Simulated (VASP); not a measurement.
Here is a VASP 6.6.1 calculation.

File INCAR:

```
SYSTEM = AgAs
PREC = Accurate
ENCUT = 520
EDIFF = 1E-6
ISMEAR = 0
SIGMA = 0.1
LREAL = .FALSE.
LASPH = .TRUE.
NELM = 100
ALGO = Normal
ISIF = 2
LWAVE = .FALSE.
LCHARG = .TRUE.
GGA = PE
LELF = .TRUE.
LVHAR = .TRUE.
NBANDS = 24
```

Contents of KPOINTS:

```
Automatic mesh
0
G
  8 12 8
  0 0 0
```

POSCAR

```
AgAs
1.0
    4.7112157283      0.0000000000      0.0000000000
    0.0000000000      2.8987604704     -0.0307922056
    0.0000000000     -0.0537960696      5.0107935213
Ag As
2 2
Direct
    0.2500000000      0.0090565743      0.8341914173
    0.7500000000      0.0040047017      0.1694847831
    0.7500000000      0.4852370532      0.6637316002
    0.2500000000      0.5017016708      0.3325921994
```

Potentials or basis: VASP PAW PBE potentials, release 64 (Ag, As).

Launch:

```console
$ cat potpaw_PBE.64/Ag/POTCAR potpaw_PBE.64/As/POTCAR > POTCAR
$ mpirun -np 1 vasp_std > vasp.out
```

Question: Estimate the band gap on the k mesh.

Answer: Zero (band 16 reaches 10.49 eV, above the bottom of band 17 at 7.25 eV).

Question: What does it give for the pressure?

Answer: 11.0 GPa.

Question: Predict the largest force.

Answer: 0.239 eV/Å.

Stress tensor (GPa, compression positive):
```
12.62  0.00  0.00
 0.00  9.24  0.35
 0.00  0.35 11.28
```

Caveat: the cell differs from its parent crystal (strained and its atoms moved).
